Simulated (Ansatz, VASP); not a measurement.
# Ru in VASP and in Ansatz

Contents of INCAR:

```
SYSTEM = Ru
PREC     = Accurate       ! precision mode
ENCUT    = 520            ! plane-wave cutoff, eV
EDIFF    = 1E-7           ! SCF threshold, eV
ISMEAR   = -1             ! smearing method
SIGMA    = 0.1            ! smearing width, eV
LREAL    = .FALSE.        ! projectors in reciprocal space
LASPH    = .TRUE.         ! aspherical terms in the spheres
NELM     = 100            ! most SCF steps
ALGO     = Normal         ! electronic algorithm
ISIF     = 2              ! what is computed and relaxed
LWAVE    = .FALSE.        ! write WAVECAR
LCHARG   = .TRUE.         ! write CHGCAR
LELF     = .TRUE.         ! ELF
LVHAR    = .TRUE.       
NBANDS   = 21             ! bands
```

File KPOINTS:

```
regular mesh
0
G
  11 11 11
  0 0 0
```

The input POSCAR:

```
Ru
1.0
    0.0000000000      2.6046763945      2.6046763945
    2.6046763945      0.0000000000      2.6046763945
    2.6046763945      2.6046763945      0.0000000000
Ru
2
Direct
    0.1250000000      0.1250000000      0.1250000000
    0.8750000000      0.8750000000      0.8750000000
```

Input for Ansatz:

```yaml
crystal:
  lattice:
    - [0.0, 2.6046763945, 2.6046763945]
    - [2.6046763945, 0.0, 2.6046763945]
    - [2.6046763945, 2.6046763945, 0.0]
  atoms:
    - { symbol: Ru, position: [0.125, 0.125, 0.125] }
    - { symbol: Ru, position: [0.875, 0.875, 0.875] }
hamiltonian:
  xc: lda
  pseudopotentials:
    kind: paw
    azcp:
      Ru: "pseudopotentials/Ru.paw.azcp"
basis:
  ecutwfc: 420
  fft_grid_basis: typed
kpoints:
  mp_grid: { grid: [11, 11, 11], shift: [0, 0, 0] }
magnetization:
  spin_polarized: false
scf:
  occupations: { method: fermi_dirac, width: 0.1 }
  lower_state_search: "off"
output:
  stress: true
```

Alike in both runs: task single point; functional LDA; k mesh 11 × 11 × 11; occupations fermi-dirac, width 0.1 eV; no spin polarisation.

|  | VASP | Ansatz |
| --- | --- | --- |
| version | VASP 6.6.1 | Ansatz 0.2.0 |
| potentials or method | VASP PAW LDA potentials, release 64 (Ru_pv), cutoff 520 eV | plane waves (420 eV) with PAW, scalar-relativistic |
| valence electrons in the cell | 28 | 32 |

```csv
,VASP,Ansatz,Ansatz less VASP
pressure (GPa),20.9,19.6,-1.34
```

Ansatz warns that its potentials were made for another functional, while VASP's fit it. LDA's correlation is that of Perdew and Zunger in VASP and of Perdew and Wang (1992) in Ansatz. VASP's potentials hold 28 valence electrons a cell and Ansatz's 32, so a difference there can come from the potentials and not from the codes.
